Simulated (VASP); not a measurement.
# Ta3C5 in VASP: relaxation of the atoms with PBEsol

Aim: the relaxation of the atoms of Ta3C5 with PBEsol.

Program: VASP 6.6.1. These are calculated values, not measurements. Logs are shortened: lines on timing, memory, paths and dates and some standing lists are left out, and cuts for length are marked.

## (1) The cell of the first run

The cell holds a slab with vacuum, 8 atoms: a = 3.139 Å, b = 3.139 Å, c = 26.690 Å, α = 90.00°, β = 90.00°, γ = 120.00°.

## (2) Relaxation of the atoms, PBEsol

Input file INCAR:

```
  ALGO = Normal
  DIPOL = 0.5 0.5 0.483
  EDIFF = 1E-7
  EDIFFG = -0.03
  ENCUT = 520
  GGA = PS
  GGA_COMPAT = F
  IBRION = 2
  IDIPOL = 3
  ISIF = 2
  ISMEAR = 0
  LASPH = T
  LCHARG = F
  LDIPOL = T
  LREAL = F
  LWAVE = F
  NELM = 120
  NELMDL = -8
  NELMIN = 4
  NSW = 90
  PREC = Accurate
  SIGMA = 0.1
```

Input file KPOINTS:

```
k-points
0
Gamma
  9 9 1
```

Input file POSCAR:

```
Ta3C5
1.0
    3.1393032032      0.0000000000      0.0000000000
   -1.5696516016      2.7187163242      0.0000000000
    0.0000000000      0.0000000000     26.6896909957
C Ta
5 3
Selective dynamics
Direct
    0.3333333333      0.6666666667      0.3184750247  F F F
    0.0000000000      0.0000000000      0.4145132416  F F F
    0.6666666667      0.3333333333      0.5091006067  T T T
    0.3333333333      0.6666666667      0.5999627038  T T T
    0.6666666667      0.3333333333      0.6254407058  T T T
    0.6666666667      0.3333333333      0.3664941331  F F F
    0.3333333333      0.6666666667      0.4634285348  T T T
    0.0000000000      0.0000000000      0.5625884125  T T T
```

Potentials or basis: VASP PAW PBE potentials, release 64 (C, Ta_pv).

The run is started by

```console
cat potpaw_PBE.64/C/POTCAR potpaw_PBE.64/Ta_pv/POTCAR > POTCAR
mpirun -np 1 vasp_std > vasp.out
```

OUTCAR:

```text
EDIFF = 1E-7
   EDIFFG = -0.03
   ENCUT = 520
   GGA = PS
   IBRION = 2
   ISIF = 2
   ISMEAR = 0
   LASPH = T
   LREAL = F
   NELM = 120
   NELMDL = -8
   NELMIN = 4
   NSW = 90
   PREC = Accurate

 ion  position               nearest neighbor table
   1  0.333  0.667  0.318-   6 2.22   6 2.22   6 2.22
   2  0.000  0.000  0.415-   6 2.22   6 2.22   6 2.22   7 2.23   7 2.23   7 2.23
   3  0.667  0.333  0.509-   7 2.18   7 2.18   7 2.18   8 2.31   8 2.31   8 2.31
   4  0.333  0.667  0.600-   5 1.94   5 1.94   5 1.94   8 2.07   8 2.07   8 2.07
   5  0.667  0.333  0.625-   4 1.94   4 1.94   4 1.94   8 2.47   8 2.47   8 2.47
   6  0.667  0.333  0.366-   1 2.22   1 2.22   1 2.22   2 2.22   2 2.22   2 2.22   7 3.16   7 3.16
                             7 3.16
   7  0.333  0.667  0.463-   3 2.18   3 2.18   3 2.18   2 2.23   2 2.23   2 2.23   6 3.16   6 3.16
                             6 3.16   8 3.21   8 3.21   8 3.21
   8  0.000  0.000  0.563-   4 2.07   4 2.07   4 2.07   3 2.31   3 2.31   3 2.31   5 2.47   5 2.47
                             5 2.47   7 3.21   7 3.21   7 3.21

  LATTYP: Found a hexagonal cell.
 ALAT       =     3.1393032032
 C/A-ratio  =     8.5017882212

  Lattice vectors:

 A1 = (   3.1393032032,   0.0000000000,   0.0000000000)
 A2 = (  -1.5696516016,   2.7187163242,   0.0000000000)
 A3 = (   0.0000000000,   0.0000000000,  26.6896909957)

Analysis of symmetry for initial positions (statically):
=====================================================================
 Subroutine PRICEL returns:
 Original cell was already a primitive cell.

 Routine SETGRP: Setting up the symmetry group for a
 hexagonal supercell.

 Subroutine GETGRP returns: Found  6 space group operations
 (whereof  6 operations were pure point group operations)
 out of a pool of 24 trial point group operations.

The static configuration has the point symmetry C_3v.

Analysis of symmetry for dynamics (positions and initial velocities):
=====================================================================
 Subroutine PRICEL returns:
 Original cell was already a primitive cell.

 Routine SETGRP: Setting up the symmetry group for a
 hexagonal supercell.

 Subroutine GETGRP returns: Found  6 space group operations
 (whereof  6 operations were pure point group operations)
 out of a pool of 24 trial point group operations.

The dynamic configuration has the point symmetry C_3v.

Analysis of constrained symmetry for selective dynamics:
=====================================================================
 Subroutine PRICEL returns:
 Original cell was already a primitive cell.

 Routine SETGRP: Setting up the symmetry group for a
 hexagonal supercell.

 Subroutine GETGRP returns: Found  6 space group operations
 (whereof  6 operations were pure point group operations)
 out of a pool of 24 trial point group operations.

The constrained configuration has the point symmetry C_3v.

 Subroutine INISYM returns: Found  6 space group operations
 (whereof  6 operations are pure point group operations),
 and found     1 'primitive' translations

----------------------------------------------------------------------------------------

                                     Primitive cell

  volume of cell :     227.7932

  direct lattice vectors                    reciprocal lattice vectors
     3.139303203  0.000000000  0.000000000     0.318542025  0.183910324  0.000000000
    -1.569651602  2.718716324  0.000000000     0.000000000  0.367820648  0.000000000
     0.000000000  0.000000000 26.689690996     0.000000000  0.000000000  0.037467650

  length of vectors
     3.139303203  3.139303203 26.689690996     0.367820648  0.367820648  0.037467650

  position of ions in fractional coordinates (direct lattice)
     0.333333333  0.666666667  0.318475025
     0.000000000  0.000000000  0.414513242
     0.666666667  0.333333333  0.509100607
     0.333333333  0.666666667  0.599962704
     0.666666667  0.333333333  0.625440706
[... 43 lines left out ...]
  0.000000  0.000000  0.000000      1.000000
  0.111111  0.000000  0.000000      6.000000
  0.222222  0.000000  0.000000      6.000000
  0.333333  0.000000  0.000000      6.000000
  0.444444  0.000000  0.000000      6.000000
  0.111111  0.111111  0.000000      6.000000
  0.222222  0.111111  0.000000     12.000000
  0.333333  0.111111  0.000000     12.000000
  0.444444  0.111111  0.000000      6.000000
  0.222222  0.222222  0.000000      6.000000
  0.333333  0.222222  0.000000     12.000000
  0.333333  0.333333  0.000000      2.000000
   k-points           NKPTS =     12   k-points in BZ     NKDIM =     12   number of bands    NBANDS=     31
   number of dos      NEDOS =    301   number of ions     NIONS =      8
   total plane-waves  NPLWV = 115200
   dimension x,y,z NGX =    24 NGY =   24 NGZ =  200
   dimension x,y,z NGXF=    48 NGYF=   48 NGZF=  400
   ions per type =               5   3
   NGX,Y,Z   is equivalent  to a cutoff of  12.71, 12.71, 12.46 a.u.
   NGXF,Y,Z  is equivalent  to a cutoff of  25.42, 25.42, 24.92 a.u.
 SYSTEM =  unknown system
   PREC   = accura    normal or accurate (medium, high low for compatibility)
   ISTART =      0    job   : 0-new  1-cont  2-samecut
   ICHARG =      2    charge: 1-file 2-atom 10-const
   ISPIN  =      1    spin polarized calculation?
   LNONCOLLINEAR =      F non collinear calculations
   LSORBIT =      F    spin-orbit coupling
   LASPH  =      T    aspherical Exc in radial PAW
   ENCUT  =  520.0 eV  38.22 Ry    6.18 a.u.   5.84  5.84 49.63*2*pi/ulx,y,z
   NELM   =    120;   NELMIN=  4; NELMDL= -8     # of ELM steps
   EDIFF  = 0.1E-06   stopping-criterion for ELM
   LREAL  =      F    real-space projection
   EDIFFG = -.3E-01   stopping-criterion for IOM
   NSW    =     90    number of steps for IOM
   IBRION =      2    ionic relax: 0-MD 1-quasi-New 2-CG
   NFREE  =      1    steps in history (QN), initial steepest desc. (CG)
   ISIF   =      2    stress and relaxation
   ISYM   =      2    0-nonsym 1-usesym 2-fastsym
   POTIM  = 0.5000    time-step for ionic-motion
   TEBEG  =    0.0;   TEEND  =   0.0 temperature during run
   PSTRESS=    0.0 pullay stress
   NELECT =      53.0000    total number of electrons
   NUPDOWN=      -1.0000    fix difference up-down
   EMIN   =  10.00;   EMAX   =-10.00  energy-range for DOS
   EFERMI =   0.00;   METHOD = LEGACY
   ISMEAR =     0;   SIGMA  =   0.10  broadening in eV -4-tet -1-fermi 0-gaus
   EFERMI_NEDOS =   21; number of points for ismear=-14 and -15
   IALGO  =     38    algorithm
   IMIX   =      4    mixing-type and parameters
     AMIX     =   0.40;   BMIX     =  1.00
     AMIX_MAG =   1.60;   BMIX_MAG =  1.00
  volume/ion in A,a.u.               =      28.47       192.15
  Fermi-wavevector in a.u.,A,eV,Ry     =   1.006900  1.902766 13.794248  1.013849
  Thomas-Fermi vector in A             =   2.139672
   LORBIT       =      0    0 simple, 1 ext, 2 COOP (PROOUT), +10 PAW based schemes
   GGA     = PS    functional components
   LHFCALC =     F    Hartree Fock is set to
   AEXX    =    0.0000 exact exchange contribution
   IVDW    =     0    specifies the selected vdW correction
   LEPSILON=     F    determine dielectric tensor
   LRPA    =     F    only Hartree local field effects (RPA)
 conjugate gradient relaxation of ions
 non-spin polarized calculation
 Gauss-broadening in eV      SIGMA  =   0.10
  energy-cutoff  :      520.00
  volume of cell :      227.79
 maximum number of plane-waves:      6174
 NGX is ok and might be reduce to    24
   NGX = 11   NGY = 11   NGZ = 99

 dipolmoment           0.000000      0.000000      0.614625 electrons x Angstroem

--------------------------------------- Ionic step        1  -------------------------------------------

 number of electron      52.9999996 magnetization

 Free energy of the ion-electron system (eV)
  ---------------------------------------------------
  ext. energy  EPLUGINS =         0.00000000
  ---------------------------------------------------
  free energy    TOTEN  =       -79.39520059 eV

  energy without entropy =      -79.36569856  energy(sigma->0) =      -79.38044957

------------------------ aborting loop because EDIFF is reached ----------------------------------------

  FORCE on cell =-STRESS in cart. coord.  units (eV):
  Direction    XX          YY          ZZ          XY          YZ          ZX
  --------------------------------------------------------------------------------------
  -------------------------------------------------------------------------------------
  Total       -1.0631208     -1.0631208     -0.2006925      0.0000000      0.0000000      0.0000000
  in kB       -7.4774322     -7.4774322     -1.4115652      0.0000000      0.0000000      0.0000000
  external PRESSURE =      -5.4554765 kB  Pullay stress =       0.0000000 kB
[... 107 lines left out ...]
  FREE ENERGIE OF THE ION-ELECTRON SYSTEM (eV)
  ---------------------------------------------------
  free  energy   TOTEN  =       -80.6841687260 eV

  energy  without entropy=      -80.6652521974  energy(sigma->0) =      -80.67471046

[... ionic steps 4 to 18 ...]

--------------------------------------- Ionic step       19  -------------------------------------------

 number of electron      52.9999996 magnetization

------------------------ aborting loop because EDIFF is reached ----------------------------------------
[... 79 lines left out ...]
--------------------------------------- Ionic step       21  -------------------------------------------

 number of electron      52.9999996 magnetization

 dipolmoment           0.000000      0.000000     -0.062224 electrons x Angstroem

 Free energy of the ion-electron system (eV)
  ---------------------------------------------------
  ext. energy  EPLUGINS =         0.00000000
  ---------------------------------------------------
  free energy    TOTEN  =       -80.96391390 eV

  energy without entropy =      -80.94074953  energy(sigma->0) =      -80.95233171

 E-fermi :  -1.0276     XC(G=0):  -5.3402

 val. band max:       -1.0471082109   @ k =   0.1111   0.0000   0.0000
 cond. band min:      -1.0218543468   @ k =   0.3333   0.0000   0.0000
 fundamental gap:      0.0252538641
 Fermi energy:        -1.0276244668

 k-point     1 :       0.0000    0.0000    0.0000
  band No.  band energies     occupation
      1     -36.6389      2.00000
      2     -36.2452      2.00000
      3     -36.1327      2.00000
      4     -36.1327      2.00000
      5     -36.0077      2.00000
      6     -36.0077      2.00000
[... 397 lines left out ...]
     30       1.2082      0.00000
     31       1.3852      0.00000

------------------------ aborting loop because EDIFF is reached ----------------------------------------

 vacuum level on the upper side and lower side of the slab       (xc-potential included)        -0.657         0.639

  FORCE on cell =-STRESS in cart. coord.  units (eV):
  Direction    XX          YY          ZZ          XY          YZ          ZX
  --------------------------------------------------------------------------------------
  -------------------------------------------------------------------------------------
  Total      -12.7395496    -12.7395496     -3.3759728     -0.0000000      0.0000000      0.0000000
  in kB      -89.6032893    -89.6032893    -23.7448167     -0.0000000      0.0000000      0.0000000
  external PRESSURE =     -67.6504651 kB  Pullay stress =       0.0000000 kB
[... 23 lines left out ...]
  FREE ENERGIE OF THE ION-ELECTRON SYSTEM (eV)
  ---------------------------------------------------
  free  energy   TOTEN  =       -80.9639138969 eV

  energy  without entropy=      -80.9407495328  energy(sigma->0) =      -80.95233171

 reached required accuracy - stopping structural energy minimisation

 vacuum level on the upper side and lower side of the slab         4.252         5.592
```

Wall time 33 min (1 thread of Intel Xeon Platinum 8259CL at 2.50GHz (Skylake/Cascade Lake), shared host); peak memory 0.38 GiB.

Results:

```
Free energy               : -80.9639 eV
Energy gained by relaxing : 196.1 meV/atom
Ionic steps               : 21
Band gap on the k mesh    : zero (an odd number of electrons rules out a gap without spin polarisation)
```

The path:
| step | energy change (eV) | largest force on free atoms (eV/Å) | pressure (GPa) |
| --- | --- | --- | --- |
| 1 | 0.0000 | 3.6004 | -0.55 |
| 2 | -1.1273 | 2.2581 | -3.42 |
| 3 | -1.2890 | 1.4579 | -3.91 |
| 4 | -1.2928 | 1.6035 | -3.95 |
| 5 | -1.4647 | 0.5994 | -4.87 |
| 6 | -1.4678 | 0.6095 | -4.96 |
| 7 | -1.5136 | 0.4611 | -5.39 |
| 8 | -1.5311 | 0.5522 | -5.78 |
| 9 | -1.5535 | 0.3644 | -6.04 |
| 10 | -1.5536 | 0.3538 | -6.06 |
| 11 | -1.5597 | 0.2040 | -6.17 |
| 12 | -1.5597 | 0.1911 | -6.17 |
| 13 | -1.5637 | 0.1269 | -6.25 |
| 14 | -1.5647 | 0.1105 | -6.31 |
| 15 | -1.5665 | 0.1143 | -6.45 |
| 16 | -1.5666 | 0.1197 | -6.49 |
| 17 | -1.5680 | 0.0554 | -6.61 |
| 18 | -1.5682 | 0.0521 | -6.67 |
| 19 | -1.5685 | 0.0495 | -6.73 |
| 20 | -1.5685 | 0.0502 | -6.73 |
| 21 | -1.5687 | 0.0124 | -6.77 |

Final structure:
```yaml
crystal:
  lattice:
    - [3.13930, 0.00000, 0.00000]
    - [-1.56965, 2.71872, 0.00000]
    - [0.00000, 0.00000, 26.68969]
  atoms:
    - { symbol: C, position: [0.33333, 0.66667, 0.31848] }
    - { symbol: C, position: [0.00000, 0.00000, 0.41451] }
    - { symbol: C, position: [0.66667, 0.33333, 0.51172] }
    - { symbol: C, position: [0.33333, 0.66667, 0.62205] }
    - { symbol: C, position: [0.66667, 0.33333, 0.62527] }
    - { symbol: Ta, position: [0.66667, 0.33333, 0.36649] }
    - { symbol: Ta, position: [0.33333, 0.66667, 0.46176] }
    - { symbol: Ta, position: [0.00000, 0.00000, 0.55708] }
```

Levels at points of the mesh, in eV from the Fermi level:
```tsv
k point	band 24	band 25	band 26	band 27	band 28	band 29
(0.00, 0.00, 0.00)	-1.27	-0.97	-0.97	-0.34	-0.34	0.59
```

Caveat: the PAW data sets were made with another functional, which shifts forces and pressure a little; spin-orbit coupling is left out, which moves the levels of the heavy elements.
